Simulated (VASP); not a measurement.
A run of VASP 6.6.1:

File INCAR:

```
PREC = Accurate
ENCUT = 520
EDIFF = 1E-6
ISMEAR = -1
SIGMA = 0.05
LREAL = F
LASPH = T
NELM = 150
ALGO = Normal
ISIF = 2
LWAVE = F
LCHARG = T
MAGMOM = 0 0 0 0 0 0 0 0 0 0 0 0
LORBIT = 11
LSORBIT = T
GGA_COMPAT = F
LORBMOM = T
GGA = PE
LVHAR = T
NBANDS = 54
```

Contents of KPOINTS:

```
Automatic mesh
0
Gamma
  7 7 6
```

The input POSCAR:

```
SnO
1.0
    3.8884925471      0.0000000000      0.0000000000
    0.0000000000      3.8884925471      0.0000000000
    0.0000000000      0.0000000000      4.9827594627
Sn O
2 2
Direct
    0.5000000000      0.0000000000      0.7646261400
    0.0000000000      0.5000000000      0.2353738600
    0.0000000000      0.0000000000      0.0000000000
    0.5000000000      0.5000000000      0.0000000000
```

Potentials or basis: VASP PAW PBE potentials, release 64 (Sn_d, O).

The run is started by

```bash
$ cat potpaw_PBE.64/Sn_d/POTCAR potpaw_PBE.64/O/POTCAR > POTCAR
$ mpirun -np 1 vasp_ncl > vasp.out
```

Hardware: 1 thread of AMD EPYC 9R45 96-Core Processor (Zen 5) (shared host).

Q: How long does it take, and how much memory?

A: Wall time 3 min on 1 thread of AMD EPYC 9R45 96-Core Processor (Zen 5), on a shared host, peak memory 0.43 GiB. Counts: scf iterations 15, k points 40.
